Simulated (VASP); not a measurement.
# Pb (Fm-3m) in VASP: notebook

The runs below take Pb through single point, relaxation of cell and atoms, with PBE.

All numbers are computed with VASP 6.6.1; they aren't measurements. Logs are shortened: lines on timing, memory, paths and dates and some standing lists are left out, and cuts for length are marked.

## (1) The cell of the first run

It takes space group Fm-3m (No. 225, cubic). The conventional cell has a = 4.022 Å, b = 4.022 Å, c = 4.022 Å, α = 90.00°, β = 90.00°, γ = 90.00°. Pb (site symmetry m-3m) has 12 Pb at 2.84 Å within 3.7 Å.

## (2) Single point, PBE (16.26 Å³/atom)

Contents of INCAR:

```
PREC     = Accurate       # precision mode
ENCUT    = 500            # plane-wave cutoff, eV
EDIFF    = 1E-6           # SCF threshold, eV
ISMEAR   = -1             # smearing method
SIGMA    = 0.08           # smearing width, eV
LREAL    = False          # projectors in reciprocal space
LASPH    = True           # aspherical terms in the spheres
NELM     = 120            # most SCF steps
ALGO     = Normal         # electronic algorithm
ISIF     = 2              # what is computed and relaxed
LWAVE    = False          # write WAVECAR
LCHARG   = False          # write CHGCAR
GGA      = PE             # functional
NBANDS   = 13             # bands
GGA_COMPAT= False
```

Contents of KPOINTS:

```
regular mesh
0
Gamma
  16 16 16
```

Contents of POSCAR:

```
Pb
1.0
    0.0000000000      2.0109195403      2.0109195403
    2.0109195403      0.0000000000      2.0109195403
    2.0109195403      2.0109195403      0.0000000000
Pb
1
Direct
    0.0000000000      0.0000000000      0.0000000000
```

Potentials or basis: VASP PAW PBE potentials, release 64 (Pb_d).

On the command line:

```bash
> cat potpaw_PBE.64/Pb_d/POTCAR > POTCAR
> mpirun -np 1 vasp_std > vasp.out
```

OUTCAR:

```text
PREC = Accurate
   ENCUT = 500
   EDIFF = 1E-6
   ISMEAR = -1
   LREAL = False
   LASPH = True
   NELM = 120
   ISIF = 2
   GGA = PE

 ion  position               nearest neighbor table
   1  0.000  0.000  0.000-

  LATTYP: Found a face centered cubic cell.
 ALAT       =     4.0218390806

  Lattice vectors:

 A1 = (   0.0000000000,   2.0109195403,   2.0109195403)
 A2 = (   2.0109195403,   0.0000000000,   2.0109195403)
 A3 = (   2.0109195403,   2.0109195403,   0.0000000000)

Analysis of symmetry for initial positions (statically):
=====================================================================
 Subroutine PRICEL returns:
 Original cell was already a primitive cell.

 Routine SETGRP: Setting up the symmetry group for a
 face centered cubic supercell.

 Subroutine GETGRP returns: Found 48 space group operations
 (whereof 48 operations were pure point group operations)
 out of a pool of 48 trial point group operations.

The static configuration has the point symmetry O_h .

Analysis of symmetry for dynamics (positions and initial velocities):
=====================================================================
 Subroutine PRICEL returns:
 Original cell was already a primitive cell.

 Routine SETGRP: Setting up the symmetry group for a
 face centered cubic supercell.

 Subroutine GETGRP returns: Found 48 space group operations
 (whereof 48 operations were pure point group operations)
 out of a pool of 48 trial point group operations.

The dynamic configuration has the point symmetry O_h .

 Subroutine INISYM returns: Found 48 space group operations
 (whereof 48 operations are pure point group operations),
 and found     1 'primitive' translations

----------------------------------------------------------------------------------------

                                     Primitive cell

  volume of cell :      16.2635

  direct lattice vectors                    reciprocal lattice vectors
     0.000000000  2.010919540  2.010919540    -0.248642469  0.248642469  0.248642469
     2.010919540  0.000000000  2.010919540     0.248642469 -0.248642469  0.248642469
     2.010919540  2.010919540  0.000000000     0.248642469  0.248642469 -0.248642469

  length of vectors
     2.843869687  2.843869687  2.843869687     0.430661390  0.430661390  0.430661390

  position of ions in fractional coordinates (direct lattice)
     0.000000000  0.000000000  0.000000000

  ion indices of the primitive-cell ions
   primitive index   ion index
                 1           1

----------------------------------------------------------------------------------------

 KPOINTS: regular mesh

Automatic generation of k-mesh.
 Grid dimensions read from file:
 generate k-points for:   16   16   16

 Generating k-lattice:

  Cartesian coordinates                     Fractional coordinates (reciprocal lattice)
    -0.015540154  0.015540154  0.015540154     0.062500000  0.000000000  0.000000000
     0.015540154 -0.015540154  0.015540154     0.000000000  0.062500000  0.000000000
     0.015540154  0.015540154 -0.015540154     0.000000000  0.000000000  0.062500000

  Length of vectors
     0.026916337  0.026916337  0.026916337

  Shift w.r.t. Gamma in fractional coordinates (k-lattice)
     0.000000000  0.000000000  0.000000000

 Subroutine IBZKPT returns following result:
 ===========================================

 Found    145 irreducible k-points:

 Following reciprocal coordinates:
            Coordinates               Weight
  0.000000  0.000000  0.000000      1.000000
  0.062500  0.000000  0.000000      8.000000
  0.125000  0.000000  0.000000      8.000000
  0.187500  0.000000  0.000000      8.000000
  0.250000  0.000000  0.000000      8.000000
  0.312500  0.000000  0.000000      8.000000
[... 16 lines left out ...]
 -0.125000  0.062500  0.000000     24.000000
 -0.062500  0.062500  0.000000     12.000000
 [... further k-points ...]
   k-points           NKPTS =    145   k-points in BZ     NKDIM =    145   number of bands    NBANDS=     13
   number of dos      NEDOS =    301   number of ions     NIONS =      1
   total plane-waves  NPLWV =  13824
   dimension x,y,z NGX =    24 NGY =   24 NGZ =   24
   dimension x,y,z NGXF=    48 NGYF=   48 NGZF=   48
   ions per type =               1
   NGX,Y,Z   is equivalent  to a cutoff of  14.03, 14.03, 14.03 a.u.
   NGXF,Y,Z  is equivalent  to a cutoff of  28.06, 28.06, 28.06 a.u.
 SYSTEM =  unknown system
   PREC   = accura    normal or accurate (medium, high low for compatibility)
   ISTART =      0    job   : 0-new  1-cont  2-samecut
   ICHARG =      2    charge: 1-file 2-atom 10-const
   ISPIN  =      1    spin polarized calculation?
   LNONCOLLINEAR =      F non collinear calculations
   LSORBIT =      F    spin-orbit coupling
   LASPH  =      T    aspherical Exc in radial PAW
   ENCUT  =  500.0 eV  36.75 Ry    6.06 a.u.   5.19  5.19  5.19*2*pi/ulx,y,z
   NELM   =    120;   NELMIN=  2; NELMDL= -5     # of ELM steps
   EDIFF  = 0.1E-05   stopping-criterion for ELM
   LREAL  =      F    real-space projection
[... 7 lines left out ...]
   TEBEG  =    0.0;   TEEND  =   0.0 temperature during run
   PSTRESS=    0.0 pullay stress
   NELECT =      14.0000    total number of electrons
   NUPDOWN=      -1.0000    fix difference up-down
   EMIN   =  10.00;   EMAX   =-10.00  energy-range for DOS
   EFERMI =   0.00;   METHOD = LEGACY
   ISMEAR =    -1;   SIGMA  =   0.08  broadening in eV -4-tet -1-fermi 0-gaus
   EFERMI_NEDOS =   21; number of points for ismear=-14 and -15
   IALGO  =     38    algorithm
   IMIX   =      4    mixing-type and parameters
     AMIX     =   0.40;   BMIX     =  1.00
     AMIX_MAG =   1.60;   BMIX_MAG =  1.00
  volume/ion in A,a.u.               =      16.26       109.75
  Fermi-wavevector in a.u.,A,eV,Ry     =   1.557326  2.942919 32.997716  2.425264
  Thomas-Fermi vector in A             =   2.660992
   LORBIT       =      0    0 simple, 1 ext, 2 COOP (PROOUT), +10 PAW based schemes
   GGA     = PE    functional components
   LHFCALC =     F    Hartree Fock is set to
   AEXX    =    0.0000 exact exchange contribution
   IVDW    =     0    specifies the selected vdW correction
   LEPSILON=     F    determine dielectric tensor
   LRPA    =     F    only Hartree local field effects (RPA)
 non-spin polarized calculation
  energy-cutoff  :      500.00
  volume of cell :       16.26
 maximum number of plane-waves:       428
 NGX is ok and might be reduce to    24
   NGX = 11   NGY = 11   NGZ = 11

 number of electron      13.9999998 magnetization

 Free energy of the ion-electron system (eV)
  ---------------------------------------------------
  ext. energy  EPLUGINS =         0.00000000
  ---------------------------------------------------
  free energy    TOTEN  =         0.00443148 eV

  energy without entropy =        0.01471438  energy(sigma->0) =        0.00957293

 E-fermi :  17.5443     XC(G=0): -13.5712

 val. band max:       17.5167716782   @ k =  -0.4375   0.4375   0.0625
 cond. band min:      17.5513931727   @ k =  -0.3750   0.5000   0.1250
 fundamental gap:      0.0346214945
 Fermi energy:        17.5443153695

 k-point     1 :       0.0000    0.0000    0.0000
  band No.  band energies     occupation
      1      -1.6626      2.00000
      2      -1.6626      2.00000
      3      -1.6626      2.00000
      4      -0.9916      2.00000
      5      -0.8789      2.00000
      6      -0.8789      2.00000
      7      25.8809      0.00000
      8      28.9372      0.00000
      9      28.9372      0.00000
     10      28.9372      0.00000
     11      35.0557      0.00000
     12      35.6951      0.00000
     13      35.6951      0.00000

 k-point     2 :       0.0625    0.0000    0.0000
  band No.  band energies     occupation
      1      -1.6784      2.00000
      2      -1.6345      2.00000
      3      -1.6345      2.00000
      4      -0.8854      2.00000
      5      -0.8854      2.00000
      6      -0.8533      2.00000
      7      25.8737      0.00000
      8      27.8519      0.00000
      9      28.9651      0.00000
     10      28.9651      0.00000
     11      34.5514      0.00000
     12      35.3349      0.00000
     13      35.3349      0.00000

 k-point     3 :       0.1250    0.0000    0.0000
  band No.  band energies     occupation
      1      -1.7474      2.00000
      2      -1.5647      2.00000
      3      -1.5647      2.00000
      4      -0.8919      2.00000
      5      -0.8919      2.00000
      6      -0.4122      2.00000
      7      24.7773      0.00000
      8      26.7067      0.00000
      9      28.9974      0.00000
     10      28.9974      0.00000
     11      33.1723      0.00000
     12      34.4765      0.00000
     13      34.4765      0.00000

 k-point     4 :       0.1875    0.0000    0.0000
  band No.  band energies     occupation
      1      -1.8705      2.00000
      2      -1.4990      2.00000
      3      -1.4990      2.00000
      4      -0.8578      2.00000
      5      -0.8578      2.00000
      6       0.3459      2.00000
      7      22.0843      0.00000
      8      26.7279      0.00000
      9      28.8785      0.00000
     10      28.8785      0.00000
     11      32.2624      0.00000
     12      33.5891      0.00000
     13      33.5891      0.00000

 k-point     5 :       0.2500    0.0000    0.0000
  band No.  band energies     occupation
      1      -2.0212      2.00000
      2      -1.4882      2.00000
      3      -1.4882      2.00000
      4      -0.7424      2.00000
      5      -0.7424      2.00000
      6       1.4112      2.00000
      7      19.1630      0.00000
      8      26.6079      0.00000
      9      28.4351      0.00000
     10      28.4351      0.00000
     11      32.1176      0.00000
     12      33.0613      0.00000
     13      33.0613      0.00000
[... 257 lines left out ...]
 k-point    22 :      -0.1875    0.0625    0.0000
  band No.  band energies     occupation
      1      -1.8882      2.00000
      2      -1.4941      2.00000
      3      -1.4543      2.00000
      4      -0.9421      2.00000
      5      -0.7904      2.00000
      6       0.8303      2.00000
      7      21.1997      0.00000
      8      25.6440      0.00000
      9      28.1032      0.00000
     10      30.3702      0.00000
     11      31.0592      0.00000
     12      32.7674      0.00000
     13      35.0283      0.00000

 k-point    23 :      -0.1250    0.0625    0.0000
  band No.  band energies     occupation
      1      -1.7684      2.00000
      2      -1.5348      2.00000
      3      -1.5195      2.00000
      4      -0.9657      2.00000
      5      -0.8621      2.00000
      6      -0.0336      2.00000
      7      24.0386      0.00000
      8      25.9012      0.00000
      9      28.1601      0.00000
     10      30.1301      0.00000
     11      31.8598      0.00000
     12      34.1490      0.00000
     13      35.1642      0.00000

 k-point    24 :      -0.0625    0.0625    0.0000
  band No.  band energies     occupation
      1      -1.7031      2.00000
      2      -1.5986      2.00000
      3      -1.5899      2.00000
      4      -0.9285      2.00000
      5      -0.8822      2.00000
      6      -0.5927      2.00000
      7      25.7716      0.00000
      8      26.7471      0.00000
      9      28.2426      0.00000
     10      29.5488      0.00000
     11      33.3491      0.00000
     12      35.1927      0.00000
     13      35.5649      0.00000

 [... further k-points ...]
[... 5 lines left out ...]
  --------------------------------------------------------------------------------------
  -------------------------------------------------------------------------------------
  Total       14.3373217     14.3373217     14.3373217     -0.0000000      0.0000000     -0.0000000
  in kB     1412.4221979   1412.4221979   1412.4221979     -0.0000000      0.0000000     -0.0000000
  external PRESSURE =    1412.4221979 kB  Pullay stress =       0.0000000 kB

 VOLUME and BASIS-vectors are now :
 -----------------------------------------------------------------------------
  energy-cutoff  :      500.00
  volume of cell :       16.26
      direct lattice vectors                 reciprocal lattice vectors
     0.000000000  2.010919540  2.010919540    -0.248642469  0.248642469  0.248642469
     2.010919540  0.000000000  2.010919540     0.248642469 -0.248642469  0.248642469
     2.010919540  2.010919540  0.000000000     0.248642469  0.248642469 -0.248642469

 POSITION                                       TOTAL-FORCE (eV/Angst)
 -----------------------------------------------------------------------------------
      0.00000      0.00000      0.00000         0.000000      0.000000      0.000000
 -----------------------------------------------------------------------------------
    total drift:                               -0.000000      0.000000     -0.000000

  FREE ENERGIE OF THE ION-ELECTRON SYSTEM (eV)
  ---------------------------------------------------
  free  energy   TOTEN  =         0.0044314824 eV

  energy  without entropy=        0.0147143773  energy(sigma->0) =        0.00957293
```

Wall time 26 s (1 thread of Intel Xeon 8259CL, shared host); peak memory 0.16 GiB.

What came out:

* Free energy: 0.0044 eV
* Pressure: 141.2 GPa
* Band gap on the k mesh: zero (bands 7 and 8 overlap by 11.76 eV)

Caveat: the cell stands under pressure; spin-orbit coupling is left out, which moves the levels of the heavy elements.

(Part 1 of 2 ends here.)

The gap in the log of VASP goes by the Fermi energy; the results here count the filled bands.